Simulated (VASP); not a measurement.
# BN (wurtzite type) (P6_3mc) in VASP: notebook

The runs below take BN (wurtzite type) through single point, relaxation of cell and atoms, with PBE.

All numbers are computed with VASP 6.6.1; they aren't measurements. Logs are shortened: lines on timing, memory, paths and dates and some standing lists are left out, and cuts for length are marked.

### 1 The cell of the first run

The structure is hexagonal, space group P6_3mc (No. 186). Conventional cell: a = 2.555 Å, b = 2.555 Å, c = 4.225 Å, α = 90.00°, β = 90.00°, γ = 120.00°. Within 2.1 Å of B (site symmetry 3m) lie 4 N at 1.57 to 1.58 Å. Within 2.1 Å of N (site symmetry 3m) lie 4 B at 1.57 to 1.58 Å.

### 2 Single point, PBE

INCAR

```
PREC = Accurate
ENCUT = 520
EDIFF = 1E-6
ISMEAR = -1
SIGMA = 0.05
LREAL = False
LASPH = True
NELM = 100
ALGO = Normal
ISIF = 2
LWAVE = False
LCHARG = False
GGA = PE
NBANDS = 16
```

KPOINTS

```
regular mesh
0
Gamma
  12 12 7
```

POSCAR

```
BN
1.0
    2.5545352377      0.0000000000      0.0000000000
   -1.2772676189      2.2122924107      0.0000000000
    0.0000000000      0.0000000000      4.2246398360
B N
2 2
Direct
    0.3333333333      0.6666666667      0.0006879367
    0.6666666667      0.3333333333      0.5006879367
    0.3333333333      0.6666666667      0.3753120633
    0.6666666667      0.3333333333      0.8753120633
```

Potentials or basis: VASP PAW PBE potentials, release 64 (B, N).

On the command line:

```
$ cat potpaw_PBE.64/B/POTCAR potpaw_PBE.64/N/POTCAR > POTCAR
$ mpirun -np 1 vasp_std > vasp.out
```

OUTCAR:

```text
PREC = Accurate
   ENCUT = 520
   EDIFF = 1E-6
   ISMEAR = -1
   LREAL = False
   LASPH = True
   NELM = 100
   ISIF = 2
   GGA = PE

 ion  position               nearest neighbor table
   1  0.333  0.667  0.001-   4 1.57   4 1.57   4 1.57   3 1.58
   2  0.667  0.333  0.501-   3 1.57   3 1.57   3 1.57   4 1.58
   3  0.333  0.667  0.375-   2 1.57   2 1.57   2 1.57   1 1.58
   4  0.667  0.333  0.875-   1 1.57   1 1.57   1 1.57   2 1.58

  LATTYP: Found a hexagonal cell.
 ALAT       =     2.5545352377
 C/A-ratio  =     1.6537802155

  Lattice vectors:

 A1 = (   2.5545352377,   0.0000000000,   0.0000000000)
 A2 = (  -1.2772676189,   2.2122924107,   0.0000000000)
 A3 = (   0.0000000000,   0.0000000000,   4.2246398360)

Analysis of symmetry for initial positions (statically):
=====================================================================
 Subroutine PRICEL returns:
 Original cell was already a primitive cell.

 Routine SETGRP: Setting up the symmetry group for a
 hexagonal supercell.

 Subroutine GETGRP returns: Found 12 space group operations
 (whereof  6 operations were pure point group operations)
 out of a pool of 24 trial point group operations.

The static configuration has the point symmetry C_3v.
 The point group associated with its full space group is C_6v.

Analysis of symmetry for dynamics (positions and initial velocities):
=====================================================================
 Subroutine PRICEL returns:
 Original cell was already a primitive cell.

 Routine SETGRP: Setting up the symmetry group for a
 hexagonal supercell.

 Subroutine GETGRP returns: Found 12 space group operations
 (whereof  6 operations were pure point group operations)
 out of a pool of 24 trial point group operations.

The dynamic configuration has the point symmetry C_3v.
 The point group associated with its full space group is C_6v.

 Subroutine INISYM returns: Found 12 space group operations
 (whereof  6 operations are pure point group operations),
 and found     1 'primitive' translations

----------------------------------------------------------------------------------------

                                     Primitive cell

  volume of cell :      23.8750

  direct lattice vectors                    reciprocal lattice vectors
[... 86 lines left out ...]
   LNONCOLLINEAR =      F non collinear calculations
   LSORBIT =      F    spin-orbit coupling
   LASPH  =      T    aspherical Exc in radial PAW
   ENCUT  =  520.0 eV  38.22 Ry    6.18 a.u.   4.75  4.75  7.86*2*pi/ulx,y,z
   NELM   =    100;   NELMIN=  2; NELMDL= -5     # of ELM steps
   EDIFF  = 0.1E-05   stopping-criterion for ELM
   LREAL  =      F    real-space projection
   EDIFFG = 0.1E-04   stopping-criterion for IOM
   NSW    =      0    number of steps for IOM
   IBRION =     -1    ionic relax: 0-MD 1-quasi-New 2-CG
   NFREE  =      0    steps in history (QN), initial steepest desc. (CG)
   ISIF   =      2    stress and relaxation
   ISYM   =      2    0-nonsym 1-usesym 2-fastsym
   POTIM  = 0.5000    time-step for ionic-motion
   TEBEG  =    0.0;   TEEND  =   0.0 temperature during run
   PSTRESS=    0.0 pullay stress
   NELECT =      16.0000    total number of electrons
   NUPDOWN=      -1.0000    fix difference up-down
   EMIN   =  10.00;   EMAX   =-10.00  energy-range for DOS
   EFERMI =   0.00;   METHOD = LEGACY
   ISMEAR =    -1;   SIGMA  =   0.05  broadening in eV -4-tet -1-fermi 0-gaus
   EFERMI_NEDOS =   21; number of points for ismear=-14 and -15
   IALGO  =     38    algorithm
   IMIX   =      4    mixing-type and parameters
     AMIX     =   0.40;   BMIX     =  1.00
     AMIX_MAG =   1.60;   BMIX_MAG =  1.00
  volume/ion in A,a.u.               =       5.97        40.28
  Fermi-wavevector in a.u.,A,eV,Ry     =   1.432628  2.707274 27.924912  2.052423
  Thomas-Fermi vector in A             =   2.552235
   LORBIT       =      0    0 simple, 1 ext, 2 COOP (PROOUT), +10 PAW based schemes
   GGA     = PE    functional components
   LHFCALC =     F    Hartree Fock is set to
   AEXX    =    0.0000 exact exchange contribution
   IVDW    =     0    specifies the selected vdW correction
   LEPSILON=     F    determine dielectric tensor
   LRPA    =     F    only Hartree local field effects (RPA)
 non-spin polarized calculation
  energy-cutoff  :      520.00
  volume of cell :       23.88
 maximum number of plane-waves:       660
 NGX is ok and might be reduce to    20
   NGX =  9   NGY =  9   NGZ = 15

 number of electron      16.0000000 magnetization

 Free energy of the ion-electron system (eV)
  ---------------------------------------------------
  ext. energy  EPLUGINS =         0.00000000
  ---------------------------------------------------
  free energy    TOTEN  =       -34.83273675 eV

  energy without entropy =      -34.83273675  energy(sigma->0) =      -34.83273675

 E-fermi :   8.3428     XC(G=0): -12.7613

 val. band max:        7.4284571964   @ k =   0.0000   0.0000   0.0000
 cond. band min:      12.6394234244   @ k =   0.3333   0.3333   0.0000
 fundamental gap:      5.2109662280
 Fermi energy:         8.3428360505

 k-point     1 :       0.0000    0.0000    0.0000
  band No.  band energies     occupation
      1     -12.8569      2.00000
      2      -8.7498      2.00000
      3      -3.3903      2.00000
      4       5.3259      2.00000
      5       5.3259      2.00000
      6       7.1668      2.00000
[... 433 lines left out ...]
      3      -1.3111      2.00000
      4      -0.0483      2.00000
      5       1.5974      2.00000
      6       3.1406      2.00000
[... 8 lines left out ...]
     15      23.4228      0.00000
     16      23.5226      0.00000

 [... further k-points ...]
[... 5 lines left out ...]
  --------------------------------------------------------------------------------------
  -------------------------------------------------------------------------------------
  Total        0.0369842      0.0369842      0.0270887     -0.0000000      0.0000000      0.0000000
  in kB        2.4818876      2.4818876      1.8178330     -0.0000000      0.0000000      0.0000000
  external PRESSURE =       2.2605361 kB  Pullay stress =       0.0000000 kB

 VOLUME and BASIS-vectors are now :
 -----------------------------------------------------------------------------
  energy-cutoff  :      520.00
  volume of cell :       23.88
      direct lattice vectors                 reciprocal lattice vectors
     2.554535238  0.000000000  0.000000000     0.391460640  0.226009906  0.000000000
    -1.277267619  2.212292411  0.000000000     0.000000000  0.452019812  0.000000000
     0.000000000  0.000000000  4.224639836     0.000000000  0.000000000  0.236706569

 POSITION                                       TOTAL-FORCE (eV/Angst)
 -----------------------------------------------------------------------------------
     -0.00000      1.47486      0.00291         0.000000      0.000000      0.002383
      1.27727      0.73743      2.11523         0.000000      0.000000      0.002383
     -0.00000      1.47486      1.58556         0.000000     -0.000000     -0.002383
      1.27727      0.73743      3.69788        -0.000000      0.000000     -0.002383
 -----------------------------------------------------------------------------------
    total drift:                               -0.000000      0.000000     -0.000344

  FREE ENERGIE OF THE ION-ELECTRON SYSTEM (eV)
  ---------------------------------------------------
  free  energy   TOTEN  =       -34.8327367547 eV

  energy  without entropy=      -34.8327367547  energy(sigma->0) =      -34.83273675
```

OSZICAR:

```text
N       E                     dE             d eps       ncg     rms          rms(c)
DAV:   1     0.392054923404E+02    0.39205E+02   -0.82685E+03  2432   0.970E+02
DAV:   2    -0.343497807013E+02   -0.73555E+02   -0.68563E+02  3456   0.230E+02
DAV:   3    -0.367390231881E+02   -0.23892E+01   -0.23825E+01  2872   0.380E+01
DAV:   4    -0.367447213420E+02   -0.56982E-02   -0.56978E-02  2880   0.213E+00
DAV:   5    -0.367447367819E+02   -0.15440E-04   -0.15440E-04  2824   0.103E-01    0.941E+00
DAV:   6    -0.349909989221E+02    0.17537E+01   -0.22232E+00  3088   0.136E+01    0.446E+00
DAV:   7    -0.348605931847E+02    0.13041E+00   -0.31404E-01  3128   0.451E+00    0.273E+00
DAV:   8    -0.348336763605E+02    0.26917E-01   -0.52966E-02  2848   0.186E+00    0.257E-01
DAV:   9    -0.348324518525E+02    0.12245E-02   -0.18923E-03  2808   0.519E-01    0.132E-01
DAV:  10    -0.348327286266E+02   -0.27677E-03   -0.49076E-04  2872   0.173E-01    0.254E-02
DAV:  11    -0.348327357966E+02   -0.71700E-05   -0.32066E-05  3048   0.551E-02    0.148E-02
DAV:  12    -0.348327367547E+02   -0.95814E-06   -0.57239E-06  2896   0.238E-02
   1 F= -.34832737E+02 E0= -.34832737E+02  d E =-.588852E-10
```

stdout:

```text
POSCAR found type information on POSCAR B N
 POSCAR found :  2 types and       4 ions
 scaLAPACK will be used
 LDA part: xc-table for (Slater+PW92), standard interpolation
 POSCAR, INCAR and KPOINTS ok, starting setup
 FFT: planning ... GRIDC
 FFT: planning ... GRID_SOFT
 FFT: planning ... GRID
 WAVECAR not read
 entering main loop
```

It took 42 s on 1 thread of Intel Xeon 8259CL, shared host; peak memory 0.15 GiB.

What came out:

```
Free energy            : -34.8327 eV
Pressure               : 0.2 GPa
Band gap on the k mesh : 5.21 eV, indirect (least direct gap 8.24 eV)
```

Forces on the atoms (eV/Å):
```
B    0.000  0.000  0.002
B    0.000  0.000  0.002
N    0.000  0.000 -0.002
N    0.000  0.000 -0.002
```

Levels at points of the mesh, in eV from the valence-band top:
| k point | band 5 | band 6 | band 7 | band 8 | band 9 | band 10 | band 11 | band 12 |
| --- | --- | --- | --- | --- | --- | --- | --- | --- |
| (0.00, 0.00, 0.00) | -2.10 | -0.26 | 0.00 | 0.00 | 8.33 | 8.33 | 8.55 | 9.41 |
| (0.50, 0.00, 0.00) | -6.85 | -4.93 | -4.36 | -2.09 | 6.68 | 7.94 | 10.56 | 11.39 |

A k mesh can miss the band edges. As with any semilocal functional, this PBE gap is likely too small.

### 3 Relaxation of cell and atoms, PBE, target pressure 0.002 GPa, at which the enthalpy is minimised

This run uses another cell than the first one, of 6.45 Å³/atom, 1.081 times its volume.

INCAR

```
SYSTEM = BN
PREC = Accurate
ENCUT = 600
EDIFF = 1E-6
ISMEAR = -1
SIGMA = 0.05
LREAL = .False.
LASPH = .True.
NELM = 80
ALGO = Normal
ISIF = 3
LWAVE = .False.
LCHARG = .False.
GGA = PE
IBRION = 2
NSW = 60
EDIFFG = -0.005
PSTRESS = 0.02
```

KPOINTS

```
regular mesh
0
Gamma
  12 12 7
  0 0 0
```

POSCAR

```
BN
1.0
    2.6341665043      0.0000000000      0.0000000000
   -1.3170832522      2.2812551105      0.0000000000
    0.0000000000      0.0000000000      4.2936914020
B N
2 2
Direct
    0.3333333333      0.6666666667      0.0000000000
    0.6666666667      0.3333333333      0.5000000000
    0.3333333333      0.6666666667      0.3760000000
    0.6666666667      0.3333333333      0.8760000000
```

Potentials or basis: VASP PAW PBE potentials, release 64 (B, N).

On the command line:

```
$ cat potpaw_PBE.64/B/POTCAR potpaw_PBE.64/N/POTCAR > POTCAR
$ mpirun -np 1 vasp_std > vasp.out
```

Wall time 60 s (1 thread of Intel Xeon 6975P-C (Granite Rapids), shared host); peak memory 0.16 GiB.

Results (log left out):

| Property | Result |
| --- | --- |
| Free energy | -34.8456 eV |
| Relaxed volume | 5.97 Å³/atom |
| Relaxed cell | a = 2.554 Å, b = 2.554 Å, c = 4.224 Å, α = 90.00°, β = 90.00°, γ = 120.00° |
| Space group after relaxing (to 0.05 Å) | P6_3mc (No. 186) |
| Energy change on relaxing (the enthalpy is what falls) | -42.6 meV/atom |
| Ionic steps | 8 |
| Pressure after relaxing | 0.0 GPa |
| Band gap on the k mesh | 5.21 eV, indirect (least direct gap 8.24 eV) |

Step by step:
```csv
step,energy change (eV),largest force (eV/Å),pressure (GPa),volume (Å³)
1,0.0000,0.1000,-25.07,25.80
2,-0.0167,0.0005,30.79,22.21
3,-0.1702,0.0226,-0.08,23.87
4,-0.1702,0.0214,0.51,23.84
5,-0.1704,0.0214,0.11,23.86
6,-0.1705,0.0053,0.27,23.85
7,-0.1705,0.0033,-0.17,23.88
8,-0.1705,0.0000,-0.02,23.87
```

Final structure:
```yaml
crystal:
  lattice:
    - [2.55434, 0.00000, 0.00000]
    - [-1.27717, 2.21212, 0.00000]
    - [0.00000, 0.00000, 4.22424]
  atoms:
    - { symbol: B, position: [0.33333, 0.66667, 0.00070] }
    - { symbol: B, position: [0.66667, 0.33333, 0.50070] }
    - { symbol: N, position: [0.33333, 0.66667, 0.37530] }
    - { symbol: N, position: [0.66667, 0.33333, 0.87530] }
```

Levels at points of the mesh, in eV from the valence-band top:
```tsv
k point	band 4	band 5	band 6	band 7	band 8	band 9	band 10	band 11	band 12
(0.00, 0.00, 0.00)	-2.10	-2.10	-0.26	0.00	0.00	8.33	8.33	8.55	9.41
(0.50, 0.00, 0.00)	-7.74	-6.85	-4.94	-4.36	-2.09	6.68	7.94	10.56	11.39
```

Caveat: the cell is relaxed towards a set pressure, so the enthalpy falls and the energy may rise.
